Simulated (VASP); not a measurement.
# InAs (I-4m2) in VASP: further runs

The runs below take InAs through single point, with PBEsol.

Everything below comes from runs of VASP 6.6.1. Logs are shortened: lines on timing, memory, paths and dates and some standing lists are left out, and cuts for length are marked.

### 1 The cell of the first run

Symmetry: I-4m2, No. 119, tetragonal system. The conventional cell has a = 3.934 Å, b = 3.934 Å, c = 6.048 Å, α = 90.00°, β = 90.00°, γ = 90.00°. Within 3.3 Å of In (site symmetry -4m2) lie 4 As at 2.48 Å. Within 3.3 Å of As (site symmetry -4m2) lie 4 In at 2.48 Å.

### 2 Single point, PBEsol (strain -0.080 along x and y, +0.000 along z)

The input, INCAR:

```
SYSTEM = InAs
ALGO     = Normal         ! electronic algorithm
EDIFF    = 1E-7           ! SCF threshold, eV
ENCUT    = 520            ! plane-wave cutoff, eV
GGA      = PS             ! functional
ISIF     = 2              ! what is computed and relaxed
ISMEAR   = 0              ! smearing method
LASPH    = .TRUE.         ! aspherical terms in the spheres
LCHARG   = .FALSE.        ! write CHGCAR
LREAL    = .FALSE.        ! projectors in reciprocal space
LWAVE    = .FALSE.        ! write WAVECAR
NBANDS   = 16             ! bands
NELM     = 100            ! most SCF steps
PREC     = Accurate       ! precision mode
SIGMA    = 0.15           ! smearing width, eV
```

The input, KPOINTS:

```
k-points
0
G
  14 14 14
  0 0 0
```

The input, POSCAR:

```
InAs
1.0
    0.0000000000      2.7820800000      3.0240000000
    2.7820800000      0.0000000000      3.0240000000
    2.7820800000      2.7820800000      0.0000000000
In As
1 1
Direct
    0.0000000000      0.0000000000      0.0000000000
    0.7500000000      0.7500000000      0.7500000000
```

Potentials or basis: VASP PAW PBE potentials, release 64 (In_d, As).

On the command line:

```
cat potpaw_PBE.64/In_d/POTCAR potpaw_PBE.64/As/POTCAR > POTCAR
mpirun -np 1 vasp_std > vasp.out
```

OUTCAR:

```text
SYSTEM = InAs
   EDIFF = 1E-7
   ENCUT = 520
   GGA = PS
   ISIF = 2
   ISMEAR = 0
   LASPH = .TRUE.
   LREAL = .FALSE.
   NELM = 100
   PREC = Accurate

 ion  position               nearest neighbor table
   1  0.000  0.000  0.000-   2 2.48   2 2.48   2 2.48   2 2.48
   2  0.750  0.750  0.750-   1 2.48   1 2.48   1 2.48   1 2.48

  LATTYP: Found a body centered tetragonal cell.
 ALAT       =     3.9344552676
 C/A-ratio  =     1.5371886548

  Lattice vectors:

 A1 = (  -2.7820800000,   0.0000000000,   3.0240000000)
 A2 = (   2.7820800000,   0.0000000000,   3.0240000000)
 A3 = (   0.0000000000,   2.7820800000,  -3.0240000000)

Analysis of symmetry for initial positions (statically):
=====================================================================
 Subroutine PRICEL returns:
 Original cell was already a primitive cell.

 Routine SETGRP: Setting up the symmetry group for a
 body centered tetragonal supercell.

 Subroutine GETGRP returns: Found  8 space group operations
 (whereof  8 operations were pure point group operations)
 out of a pool of 16 trial point group operations.

The static configuration has the point symmetry D_2d.

Analysis of symmetry for dynamics (positions and initial velocities):
=====================================================================
 Subroutine PRICEL returns:
 Original cell was already a primitive cell.

 Routine SETGRP: Setting up the symmetry group for a
 body centered tetragonal supercell.

 Subroutine GETGRP returns: Found  8 space group operations
 (whereof  8 operations were pure point group operations)
 out of a pool of 16 trial point group operations.

The dynamic configuration has the point symmetry D_2d.

 Subroutine INISYM returns: Found  8 space group operations
 (whereof  8 operations are pure point group operations),
 and found     1 'primitive' translations

----------------------------------------------------------------------------------------

                                     Primitive cell

  volume of cell :      46.8113

  direct lattice vectors                    reciprocal lattice vectors
     0.000000000  2.782080000  3.024000000    -0.179721647  0.179721647  0.165343915
     2.782080000  0.000000000  3.024000000     0.179721647 -0.179721647  0.165343915
     2.782080000  2.782080000  0.000000000     0.179721647  0.179721647 -0.165343915

  length of vectors
     4.109080813  4.109080813  3.934455268     0.303213376  0.303213376  0.303213376

  position of ions in fractional coordinates (direct lattice)
     0.000000000  0.000000000  0.000000000
     0.750000000  0.750000000  0.750000000

  ion indices of the primitive-cell ions
   primitive index   ion index
                 1           1
                 2           2

----------------------------------------------------------------------------------------

 KPOINTS: k-points

Automatic generation of k-mesh.
 Grid dimensions read from file:
 generate k-points for:   14   14   14

 Generating k-lattice:

  Cartesian coordinates                     Fractional coordinates (reciprocal lattice)
    -0.012837261  0.012837261  0.011810280     0.071428571  0.000000000  0.000000000
     0.012837261 -0.012837261  0.011810280     0.000000000  0.071428571  0.000000000
     0.012837261  0.012837261 -0.011810280     0.000000000  0.000000000  0.071428571

  Length of vectors
     0.021658098  0.021658098  0.021658098

  Shift w.r.t. Gamma in fractional coordinates (k-lattice)
     0.000000000  0.000000000  0.000000000

 Subroutine IBZKPT returns following result:
 ===========================================

 Found    244 irreducible k-points:

 Following reciprocal coordinates:
            Coordinates               Weight
  0.000000  0.000000  0.000000      1.000000
  0.071429  0.000000  0.000000      8.000000
  0.142857  0.000000  0.000000      8.000000
  0.214286  0.000000  0.000000      8.000000
  0.285714  0.000000  0.000000      8.000000
  0.357143  0.000000  0.000000      8.000000
[... 16 lines left out ...]
  0.214286  0.142857  0.000000      8.000000
  0.285714  0.142857  0.000000      8.000000
 [... further k-points ...]
   k-points           NKPTS =    244   k-points in BZ     NKDIM =    244   number of bands    NBANDS=     16
   number of dos      NEDOS =    301   number of ions     NIONS =      2
   total plane-waves  NPLWV =  30720
   dimension x,y,z NGX =    32 NGY =   32 NGZ =   30
   dimension x,y,z NGXF=    64 NGYF=   64 NGZF=   60
   ions per type =               1   1
   NGX,Y,Z   is equivalent  to a cutoff of  12.95, 12.95, 12.68 a.u.
   NGXF,Y,Z  is equivalent  to a cutoff of  25.89, 25.89, 25.35 a.u.
 SYSTEM =  InAs
   PREC   = accura    normal or accurate (medium, high low for compatibility)
   ISTART =      0    job   : 0-new  1-cont  2-samecut
   ICHARG =      2    charge: 1-file 2-atom 10-const
   ISPIN  =      1    spin polarized calculation?
   LNONCOLLINEAR =      F non collinear calculations
   LSORBIT =      F    spin-orbit coupling
   LASPH  =      T    aspherical Exc in radial PAW
   ENCUT  =  520.0 eV  38.22 Ry    6.18 a.u.   7.64  7.64  7.32*2*pi/ulx,y,z
   NELM   =    100;   NELMIN=  2; NELMDL= -5     # of ELM steps
   EDIFF  = 0.1E-06   stopping-criterion for ELM
   LREAL  =      F    real-space projection
   EDIFFG = 0.1E-05   stopping-criterion for IOM
   NSW    =      0    number of steps for IOM
   IBRION =     -1    ionic relax: 0-MD 1-quasi-New 2-CG
   NFREE  =      0    steps in history (QN), initial steepest desc. (CG)
   ISIF   =      2    stress and relaxation
   ISYM   =      2    0-nonsym 1-usesym 2-fastsym
   POTIM  = 0.5000    time-step for ionic-motion
   TEBEG  =    0.0;   TEEND  =   0.0 temperature during run
   PSTRESS=    0.0 pullay stress
   NELECT =      18.0000    total number of electrons
   NUPDOWN=      -1.0000    fix difference up-down
   EMIN   =  10.00;   EMAX   =-10.00  energy-range for DOS
   EFERMI =   0.00;   METHOD = LEGACY
   ISMEAR =     0;   SIGMA  =   0.15  broadening in eV -4-tet -1-fermi 0-gaus
   EFERMI_NEDOS =   21; number of points for ismear=-14 and -15
   IALGO  =     38    algorithm
   IMIX   =      4    mixing-type and parameters
     AMIX     =   0.40;   BMIX     =  1.00
     AMIX_MAG =   1.60;   BMIX_MAG =  1.00
  volume/ion in A,a.u.               =      23.41       157.95
  Fermi-wavevector in a.u.,A,eV,Ry     =   1.190461  2.249646 19.282155  1.417198
  Thomas-Fermi vector in A             =   2.326546
   LORBIT       =      0    0 simple, 1 ext, 2 COOP (PROOUT), +10 PAW based schemes
   GGA     = PS    functional components
   LHFCALC =     F    Hartree Fock is set to
   AEXX    =    0.0000 exact exchange contribution
   IVDW    =     0    specifies the selected vdW correction
   LEPSILON=     F    determine dielectric tensor
   LRPA    =     F    only Hartree local field effects (RPA)
 non-spin polarized calculation
 Gauss-broadening in eV      SIGMA  =   0.15
  energy-cutoff  :      520.00
  volume of cell :       46.81
 maximum number of plane-waves:      1291
   NGX = 15   NGY = 15   NGZ = 15

 number of electron      17.9999998 magnetization

 Free energy of the ion-electron system (eV)
  ---------------------------------------------------
  ext. energy  EPLUGINS =         0.00000000
  ---------------------------------------------------
  free energy    TOTEN  =        -8.05878096 eV

  energy without entropy =       -8.05874939  energy(sigma->0) =       -8.05876517

 E-fermi :   6.6162     XC(G=0): -10.0366

 val. band max:        6.4051675108   @ k =   0.0000   0.0000   0.0000
 cond. band min:       6.7574791754   @ k =   0.0000   0.0000   0.0000
 fundamental gap:      0.3523116646
 Fermi energy:         6.6161959351

 k-point     1 :       0.0000    0.0000    0.0000
  band No.  band energies     occupation
      1      -8.5929      2.00000
      2      -8.5555      2.00000
      3      -8.5555      2.00000
      4      -8.3677      2.00000
      5      -8.3530      2.00000
      6      -6.8637      2.00000
[... 8 lines left out ...]
     15      15.3422      0.00000
     16      15.6862      0.00000

 k-point     2 :       0.0714    0.0000    0.0000
  band No.  band energies     occupation
      1      -8.5970      2.00000
      2      -8.5638      2.00000
      3      -8.5521      2.00000
      4      -8.3665      2.00000
      5      -8.3539      2.00000
      6      -6.7899      2.00000
[... 8 lines left out ...]
     15      14.8840      0.00000
     16      16.3297      0.00000

 k-point     3 :       0.1429    0.0000    0.0000
  band No.  band energies     occupation
      1      -8.6281      2.00000
      2      -8.5644      2.00000
      3      -8.5429      2.00000
      4      -8.3633      2.00000
      5      -8.3559      2.00000
      6      -6.5767      2.00000
[... 8 lines left out ...]
     15      15.3288      0.00000
     16      15.6005      0.00000

 k-point     4 :       0.2143    0.0000    0.0000
  band No.  band energies     occupation
      1      -8.6786      2.00000
      2      -8.5536      2.00000
      3      -8.5304      2.00000
      4      -8.3580      2.00000
      5      -8.3579      2.00000
      6      -6.2438      2.00000
[... 8 lines left out ...]
     15      15.2081      0.00000
     16      15.3033      0.00000

 k-point     5 :       0.2857    0.0000    0.0000
  band No.  band energies     occupation
      1      -8.7295      2.00000
      2      -8.5420      2.00000
      3      -8.5180      2.00000
      4      -8.3587      2.00000
      5      -8.3501      2.00000
      6      -5.8205      2.00000
[... 8 lines left out ...]
     15      15.2702      0.00000
     16      15.4313      0.00000

 k-point     6 :       0.3571    0.0000    0.0000
  band No.  band energies     occupation
      1      -8.7713      2.00000
      2      -8.5333      2.00000
      3      -8.5084      2.00000
      4      -8.3577      2.00000
      5      -8.3408      2.00000
      6      -5.3568      2.00000
[... 8 lines left out ...]
     15      15.8027      0.00000
     16      16.2320      0.00000
[... 267 lines left out ...]
 k-point    21 :      -0.0714    0.0714    0.0000
  band No.  band energies     occupation
      1      -8.6016      2.00000
      2      -8.5777      2.00000
      3      -8.5483      2.00000
      4      -8.3642      2.00000
      5      -8.3575      2.00000
      6      -6.6598      2.00000
[... 8 lines left out ...]
     15      15.4724      0.00000
     16      15.5526      0.00000

 k-point    22 :       0.1429    0.1429    0.0000
  band No.  band energies     occupation
      1      -8.6681      2.00000
      2      -8.5313      2.00000
      3      -8.5313      2.00000
      4      -8.3698      2.00000
      5      -8.3480      2.00000
      6      -6.5253      2.00000
[... 8 lines left out ...]
     15      15.6593      0.00000
     16      17.3324      0.00000

 k-point    23 :       0.2143    0.1429    0.0000
  band No.  band energies     occupation
      1      -8.7006      2.00000
      2      -8.5234      2.00000
      3      -8.5185      2.00000
      4      -8.3719      2.00000
      5      -8.3463      2.00000
      6      -6.2983      2.00000
[... 8 lines left out ...]
     15      16.3938      0.00000
     16      16.8895      0.00000

 k-point    24 :       0.2857    0.1429    0.0000
  band No.  band energies     occupation
      1      -8.7351      2.00000
      2      -8.5198      2.00000
      3      -8.5050      2.00000
      4      -8.3708      2.00000
      5      -8.3458      2.00000
      6      -5.9575      2.00000
[... 8 lines left out ...]
     15      16.5116      0.00000
     16      16.5918      0.00000

 [... further k-points ...]

------------------------ aborting loop because EDIFF is reached ----------------------------------------

  FORCE on cell =-STRESS in cart. coord.  units (eV):
  Direction    XX          YY          ZZ          XY          YZ          ZX
  --------------------------------------------------------------------------------------
  -------------------------------------------------------------------------------------
  Total        4.9206410      4.9206410      4.1338027      0.0000000     -0.0000000      0.0000000
  in kB      168.4151879    168.4151879    141.4846487      0.0000000     -0.0000000      0.0000000
  external PRESSURE =     159.4383415 kB  Pullay stress =       0.0000000 kB

 VOLUME and BASIS-vectors are now :
 -----------------------------------------------------------------------------
  energy-cutoff  :      520.00
  volume of cell :       46.81
      direct lattice vectors                 reciprocal lattice vectors
     0.000000000  2.782080000  3.024000000    -0.179721647  0.179721647  0.165343915
     2.782080000  0.000000000  3.024000000     0.179721647 -0.179721647  0.165343915
     2.782080000  2.782080000  0.000000000     0.179721647  0.179721647 -0.165343915

 POSITION                                       TOTAL-FORCE (eV/Angst)
 -----------------------------------------------------------------------------------
      0.00000      0.00000      0.00000         0.000000      0.000000     -0.000000
      4.17312      4.17312      4.53600        -0.000000     -0.000000      0.000000
 -----------------------------------------------------------------------------------
    total drift:                                0.000002      0.000002      0.000003

  FREE ENERGIE OF THE ION-ELECTRON SYSTEM (eV)
  ---------------------------------------------------
  free  energy   TOTEN  =        -8.0587809581 eV

  energy  without entropy=       -8.0587493906  energy(sigma->0) =       -8.05876517
```

Wall time 2.4 min (1 thread of Intel Xeon Platinum 8259CL at 2.50GHz (Skylake/Cascade Lake), shared host); peak memory 0.33 GiB.

Results:

```
Free energy            : -8.0588 eV
Pressure               : 15.9 GPa
Band gap on the k mesh : 0.35 eV, direct
```

Levels at points of the mesh, in eV from the valence-band top:
```csv
k point,band 7,band 8,band 9,band 10,band 11,band 12
"(0.00, 0.00, 0.00)",-0.53,0.00,0.00,0.35,3.71,3.71
"(0.50, 0.00, 0.00)",-6.95,-1.79,-1.09,0.93,4.34,4.86
"(0.50, 0.50, 0.00)",-7.24,-2.76,-2.76,1.33,2.31,9.43
"(0.50, 0.00, 0.50)",-6.64,-3.33,-3.27,0.79,1.49,9.48
```

Caveat: the cell differs from its parent crystal (strain -0.080 along x and y, +0.000 along z); the PAW data sets were made with another functional, which shifts forces and pressure a little; spin-orbit coupling is left out, which moves the levels of the heavy elements.

### 3 Single point, PBEsol (strain +0.000 along x and y, -0.080 along z)

The input, INCAR:

```
SYSTEM = InAs
PREC = Accurate
ENCUT = 520
EDIFF = 1E-6
ISMEAR = 0
SIGMA = 0.15
LREAL = .FALSE.
LASPH = .TRUE.
NELM = 60
ALGO = Normal
ISIF = 2
LWAVE = .FALSE.
LCHARG = .FALSE.
GGA = PS
NBANDS = 16
```

The input, KPOINTS:

```
regular mesh
0
G
  14 14 14
  0 0 0
```

The input, POSCAR:

```
InAs
1.0
    0.0000000000      3.0240000000      2.7820800000
    3.0240000000      0.0000000000      2.7820800000
    3.0240000000      3.0240000000      0.0000000000
In As
1 1
Direct
    0.0000000000      0.0000000000      0.0000000000
    0.7500000000      0.7500000000      0.7500000000
```

Potentials or basis: VASP PAW PBE potentials, release 64 (In_d, As).

On the command line:

```
cat potpaw_PBE.64/In_d/POTCAR potpaw_PBE.64/As/POTCAR > POTCAR
mpirun -np 1 vasp_std > vasp.out
```

Run time: 1.9 min. Hardware: 1 thread of Intel Xeon Platinum 8259CL at 2.50GHz (Skylake/Cascade Lake), shared host; peak memory 0.33 GiB.

It converged, with:

- Free energy: -8.3535 eV
- Pressure: 7.2 GPa
- Band gap on the k mesh: 0.14 eV, direct

Stress tensor (GPa, compression positive):
```
6.54 0.00 0.00
0.00 6.54 0.00
0.00 0.00 8.50
```

Levels at points of the mesh, in eV from the valence-band top:
| k point | band 7 | band 8 | band 9 | band 10 | band 11 | band 12 |
| --- | --- | --- | --- | --- | --- | --- |
| (0.00, 0.00, 0.00) | -0.24 | -0.24 | 0.00 | 0.14 | 3.72 | 3.86 |
| (0.50, 0.00, 0.00) | -6.36 | -1.51 | -0.95 | 0.85 | 4.26 | 4.97 |
| (0.50, 0.50, 0.00) | -6.00 | -3.07 | -3.07 | 0.92 | 1.35 | 9.66 |
| (0.50, 0.00, 0.50) | -6.53 | -2.58 | -2.52 | 1.35 | 2.14 | 9.08 |

Caveat: the cell differs from its parent crystal (strain +0.000 along x and y, -0.080 along z); the PAW data sets were made with another functional, which shifts forces and pressure a little; spin-orbit coupling is left out, which moves the levels of the heavy elements.

### 4 Single point, PBEsol (strain +0.080 along x and y, -0.080 along z)

The input, INCAR:

```
SYSTEM = InAs
  ALGO = Normal
  EDIFF = 1E-7
  ENCUT = 520
  GGA = PS
  ISIF = 2
  ISMEAR = 0
  LASPH = .True.
  LCHARG = .False.
  LREAL = .False.
  LWAVE = .False.
  NBANDS = 16
  NELM = 60
  PREC = Accurate
  SIGMA = 0.15
```

The input, KPOINTS:

```
k-points
0
Gamma
  14 14 14
  0 0 0
```

The input, POSCAR:

```
InAs
1.0
    0.0000000000      3.2659200000      2.7820800000
    3.2659200000      0.0000000000      2.7820800000
    3.2659200000      3.2659200000      0.0000000000
In As
1 1
Direct
    0.0000000000      0.0000000000      0.0000000000
    0.7500000000      0.7500000000      0.7500000000
```

On the command line:

```
cat potpaw_PBE.64/In_d/POTCAR potpaw_PBE.64/As/POTCAR > POTCAR
mpirun -np 1 vasp_std > vasp.out
```

It took 2.4 min on 1 thread of Intel Xeon Platinum 8259CL at 2.50GHz (Skylake/Cascade Lake), shared host; peak memory 0.37 GiB.

Results (log left out):

```
Free energy            : -8.3771 eV
Pressure               : -2.9 GPa
Band gap on the k mesh : 0.16 eV, indirect (least direct gap 0.34 eV)
```

Stress tensor (GPa, compression positive):
```
-4.24  0.00  0.00
 0.00 -4.24  0.00
 0.00  0.00 -0.10
```

Levels at points of the mesh, in eV from the valence-band top:
| k point | band 7 | band 8 | band 9 | band 10 | band 11 | band 12 |
| --- | --- | --- | --- | --- | --- | --- |
| (0.00, 0.00, 0.00) | -0.95 | -0.41 | -0.41 | 0.16 | 3.54 | 3.86 |
| (0.50, 0.00, 0.00) | -5.63 | -1.51 | -0.68 | 0.31 | 3.95 | 5.04 |
| (0.50, 0.50, 0.00) | -5.20 | -2.80 | -2.80 | 0.91 | 1.02 | 8.49 |
| (0.50, 0.00, 0.50) | -6.01 | -1.99 | -1.92 | 1.60 | 2.24 | 7.46 |

Caveat: the cell differs from its parent crystal (strain +0.080 along x and y, -0.080 along z); the PAW data sets were made with another functional, which shifts forces and pressure a little; spin-orbit coupling is left out, which moves the levels of the heavy elements. A k mesh can miss the band edges.

### 5 Overview

```tsv
cell	gap on the mesh (eV)	pressure (GPa)
a = 4.109, b = 4.109, c = 3.934 Å, angles 61.4, 61.4, 57.2°, 2 atoms	0.35	15.9
a = 4.109, b = 4.109, c = 4.277 Å, angles 58.6, 58.6, 62.7°, 2 atoms	0.14	7.2
a = 4.290, b = 4.290, c = 4.619 Å, angles 57.4, 57.4, 65.1°, 2 atoms	0.16	-2.9
```

Alike in all rows: task single point; level PBEsol; potentials or basis VASP PAW PBE potentials, release 64 (In_d, As); no spin polarisation; k mesh 14 × 14 × 14; cutoff (eV) 520; smearing gaussian 0.15 eV.

Caveats: the PAW data sets were made with another functional, which shifts forces and pressure a little; spin-orbit coupling is left out, which moves the levels of the heavy elements.

Absolute energies hang on the potentials; compare differences alone.
